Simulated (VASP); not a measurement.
# Sr (P-1) in VASP: single point with PBE

Aim: the single point of Sr with PBE.

Everything below comes from runs of VASP 6.6.1. Logs are shortened: lines on timing, memory, paths and dates and some standing lists are left out, and cuts for length are marked.

## Step 1: The cell of the first run

The typed cell holds 2 atoms: a = 4.220 Å, b = 7.180 Å, c = 4.204 Å, α = 102.67°, β = 62.41°, γ = 102.98°.

The cell was built from a structure type or drawn by symmetry, and may not be a known phase.

## Step 2: Single point, PBE

The input, INCAR:

```
SYSTEM = Sr
ALGO = Normal
EDIFF = 1E-6
ENCUT = 520
GGA = PE
ISIF = 2
ISMEAR = 0
LASPH = .TRUE.
LCHARG = .TRUE.
LELF = .TRUE.
LREAL = .FALSE.
LVHAR = .TRUE.
LWAVE = .FALSE.
NBANDS = 17
NELM = 100
PREC = Accurate
SIGMA = 0.1
```

The input, KPOINTS:

```
k-points
0
G
  6 4 4
  0 0 0
```

The input, POSCAR:

```
Sr
1.0
    4.2166817007     -0.0593077679     -0.1596021798
   -1.5942845201      6.7209593653     -1.9598088466
    2.0930002360      0.5615455741      3.6027534290
Sr
2
Direct
    0.2150405258      0.5218975744      0.1849203028
    0.7154834593      0.0218490359      0.6820192999
```

Potentials or basis: VASP PAW PBE potentials, release 64 (Sr_sv).

Command:

```
> cat potpaw_PBE.64/Sr_sv/POTCAR > POTCAR
> mpirun -np 1 vasp_std > vasp.out
```

OUTCAR:

```text
SYSTEM = Sr
   EDIFF = 1E-6
   ENCUT = 520
   GGA = PE
   ISIF = 2
   ISMEAR = 0
   LASPH = .TRUE.
   LREAL = .FALSE.
   NELM = 100
   PREC = Accurate

 ion  position               nearest neighbor table
   1  0.215  0.522  0.185-   2 4.18   2 4.20   2 4.21   2 4.21   2 4.37   2 4.38
   2  0.715  0.022  0.682-   1 4.18   1 4.20   1 4.21   1 4.21   1 4.37   1 4.38

  LATTYP: Found a triclinic cell.
 ALAT       =     7.4594798527
 B/A-ratio  =     0.5851242283
 C/A-ratio  =     1.1733667422
 COS(alpha) =     0.0013455866
 COS(beta)  =     0.2959230841
 COS(gamma) =     0.8756349749

  Lattice vectors:

 A1 = (   0.0306812287,  -1.1823989161,  -7.3651090378)
 A2 = (   2.1236814647,  -0.6208533420,  -3.7623556088)
 A3 = (  -4.7153974166,  -7.2231971715,  -1.4833424026)

Analysis of symmetry for initial positions (statically):
=====================================================================
 Subroutine PRICEL returns:
 Original cell was already a primitive cell.

 Routine SETGRP: Setting up the symmetry group for a
 triclinic supercell.

 Subroutine GETGRP returns: Found  2 space group operations
 (whereof  1 operations were pure point group operations)
 out of a pool of  2 trial point group operations.

The static configuration has the point symmetry C_1 .
 The point group associated with its full space group is S_2 .

Analysis of symmetry for dynamics (positions and initial velocities):
=====================================================================
 Subroutine PRICEL returns:
 Original cell was already a primitive cell.

 Routine SETGRP: Setting up the symmetry group for a
 triclinic supercell.

 Subroutine GETGRP returns: Found  2 space group operations
 (whereof  1 operations were pure point group operations)
 out of a pool of  2 trial point group operations.

The dynamic configuration has the point symmetry C_1 .
 The point group associated with its full space group is S_2 .

 Subroutine INISYM returns: Found  2 space group operations
 (whereof  1 operations are pure point group operations),
 and found     1 'primitive' translations

----------------------------------------------------------------------------------------

                                     Primitive cell

  volume of cell :     109.0337

  direct lattice vectors                    reciprocal lattice vectors
     4.216681701 -0.059307768 -0.159602180     0.232171090  0.015058951 -0.137225720
    -1.594284520  6.720959365 -1.959808847     0.001137697  0.142393652 -0.022855221
     2.093000236  0.561545574  3.602753429     0.010904072  0.078125741  0.259053702

[... 83 lines left out ...]
   EDIFF  = 0.1E-05   stopping-criterion for ELM
   LREAL  =      F    real-space projection
   EDIFFG = 0.1E-04   stopping-criterion for IOM
   NSW    =      0    number of steps for IOM
   IBRION =     -1    ionic relax: 0-MD 1-quasi-New 2-CG
   NFREE  =      0    steps in history (QN), initial steepest desc. (CG)
   ISIF   =      2    stress and relaxation
   ISYM   =      2    0-nonsym 1-usesym 2-fastsym
   POTIM  = 0.5000    time-step for ionic-motion
   TEBEG  =    0.0;   TEEND  =   0.0 temperature during run
   PSTRESS=    0.0 pullay stress
   NELECT =      20.0000    total number of electrons
   NUPDOWN=      -1.0000    fix difference up-down
   EMIN   =  10.00;   EMAX   =-10.00  energy-range for DOS
   EFERMI =   0.00;   METHOD = LEGACY
   ISMEAR =     0;   SIGMA  =   0.10  broadening in eV -4-tet -1-fermi 0-gaus
   EFERMI_NEDOS =   21; number of points for ismear=-14 and -15
   IALGO  =     38    algorithm
   IMIX   =      4    mixing-type and parameters
     AMIX     =   0.40;   BMIX     =  1.00
     AMIX_MAG =   1.60;   BMIX_MAG =  1.00
  volume/ion in A,a.u.               =      54.52       367.90
  Fermi-wavevector in a.u.,A,eV,Ry     =   0.930175  1.757775 11.772101  0.865225
  Thomas-Fermi vector in A             =   2.056535
   LORBIT       =      0    0 simple, 1 ext, 2 COOP (PROOUT), +10 PAW based schemes
   GGA     = PE    functional components
   LHFCALC =     F    Hartree Fock is set to
   AEXX    =    0.0000 exact exchange contribution
   IVDW    =     0    specifies the selected vdW correction
   LEPSILON=     F    determine dielectric tensor
   LRPA    =     F    only Hartree local field effects (RPA)
 non-spin polarized calculation
 Gauss-broadening in eV      SIGMA  =   0.10
  energy-cutoff  :      520.00
  volume of cell :      109.03
 maximum number of plane-waves:      2952
   NGX = 15   NGY = 27   NGZ = 15

 number of electron      20.0000000 magnetization

 Free energy of the ion-electron system (eV)
  ---------------------------------------------------
  ext. energy  EPLUGINS =         0.00000000
  ---------------------------------------------------
  free energy    TOTEN  =        -3.29042006 eV

  energy without entropy =       -3.27786600  energy(sigma->0) =       -3.28414303

 E-fermi :   1.6417     XC(G=0):  -7.3770

 val. band max:        1.6391171248   @ k =   0.5000  -0.2500   0.2500
 cond. band min:       1.6713269457   @ k =  -0.3333   0.5000   0.2500
 fundamental gap:      0.0322098210
 Fermi energy:         1.6417186855

 k-point     1 :       0.0000    0.0000    0.0000
  band No.  band energies     occupation
      1     -34.9950      2.00000
      2     -34.9801      2.00000
      3     -17.0839      2.00000
      4     -16.9230      2.00000
      5     -16.8940      2.00000
      6     -16.8839      2.00000
[... 457 lines left out ...]
      4     -17.0422      2.00000
      5     -16.9660      2.00000
      6     -16.9619      2.00000
[... 9 lines left out ...]
     16       4.7280      0.00000
     17       5.7876      0.00000

 [... further k-points ...]

------------------------ aborting loop because EDIFF is reached ----------------------------------------

  FORCE on cell =-STRESS in cart. coord.  units (eV):
  Direction    XX          YY          ZZ          XY          YZ          ZX
  --------------------------------------------------------------------------------------
  -------------------------------------------------------------------------------------
  Total        0.0705620      0.0435019      0.0316411     -0.0404964     -0.0498621      0.0324921
  in kB        1.0368613      0.6392311      0.4649452     -0.5950678     -0.7326895      0.4774490
  external PRESSURE =       0.7136792 kB  Pullay stress =       0.0000000 kB

 VOLUME and BASIS-vectors are now :
 -----------------------------------------------------------------------------
  energy-cutoff  :      520.00
  volume of cell :      109.03
      direct lattice vectors                 reciprocal lattice vectors
     4.216681701 -0.059307768 -0.159602180     0.232171090  0.015058951 -0.137225720
    -1.594284520  6.720959365 -1.959808847     0.001137697  0.142393652 -0.022855221
     2.093000236  0.561545574  3.602753429     0.010904072  0.078125741  0.259053702

 POSITION                                       TOTAL-FORCE (eV/Angst)
 -----------------------------------------------------------------------------------
      0.46174      3.59874     -0.39092         0.000071     -0.000826     -0.004382
      4.40960      0.48740      2.30013        -0.000071      0.000826      0.004382
 -----------------------------------------------------------------------------------
    total drift:                                0.000001     -0.000002      0.000000

  FREE ENERGIE OF THE ION-ELECTRON SYSTEM (eV)
  ---------------------------------------------------
  free  energy   TOTEN  =        -3.2904200575 eV

  energy  without entropy=       -3.2778660042  energy(sigma->0) =       -3.28414303
```

OSZICAR:

```text
N       E                     dE             d eps       ncg     rms          rms(c)
DAV:   1     0.108831572175E+03    0.10883E+03   -0.94169E+03  1768   0.992E+02
DAV:   2     0.519194007957E+01   -0.10364E+03   -0.10214E+03  2270   0.232E+02
DAV:   3    -0.309957361173E+01   -0.82915E+01   -0.82780E+01  3250   0.463E+01
DAV:   4    -0.328394825088E+01   -0.18437E+00   -0.18431E+00  2431   0.627E+00
DAV:   5    -0.328763382472E+01   -0.36856E-02   -0.36854E-02  2856   0.693E-01    0.160E+01
DAV:   6    -0.328927887329E+01   -0.16450E-02   -0.13120E-02  2287   0.119E+00    0.907E+00
DAV:   7    -0.329032503837E+01   -0.10462E-02   -0.22706E-02  2058   0.156E+00    0.421E-01
DAV:   8    -0.329034633437E+01   -0.21296E-04   -0.32624E-03  2842   0.277E-01    0.141E-01
DAV:   9    -0.329039501679E+01   -0.48682E-04   -0.12303E-04  2412   0.570E-02    0.468E-02
DAV:  10    -0.329042074055E+01   -0.25724E-04   -0.15840E-05  2289   0.325E-02    0.169E-02
DAV:  11    -0.329042005747E+01    0.68308E-06   -0.59350E-07  1822   0.533E-03
   1 F= -.32904201E+01 E0= -.32841430E+01  d E =-.125541E-01
```

stdout:

```text
POSCAR found type information on POSCAR Sr
 POSCAR found :  1 types and       2 ions
 scaLAPACK will be used
 LDA part: xc-table for (Slater+PW92), standard interpolation
 POSCAR, INCAR and KPOINTS ok, starting setup
 FFT: planning ... GRIDC
 FFT: planning ... GRID_SOFT
 FFT: planning ... GRID
 WAVECAR not read
 entering main loop
```

It took 55 s on 1 thread of Intel Xeon Platinum 8488C (Sapphire Rapids), shared host; peak memory 0.26 GiB.

What came out:

```
Free energy            : -3.2904 eV
Pressure               : 0.1 GPa
Largest force          : 0.004 eV/Å
Band gap on the k mesh : zero (bands 10 and 11 overlap by 0.03 eV)
```

Forces in eV/Å, atoms in the order of the input:
```
Sr   0.000 -0.001 -0.004
Sr   0.000  0.001  0.004
```

Caveat: the k points lie up to 0.40 Å⁻¹ apart.
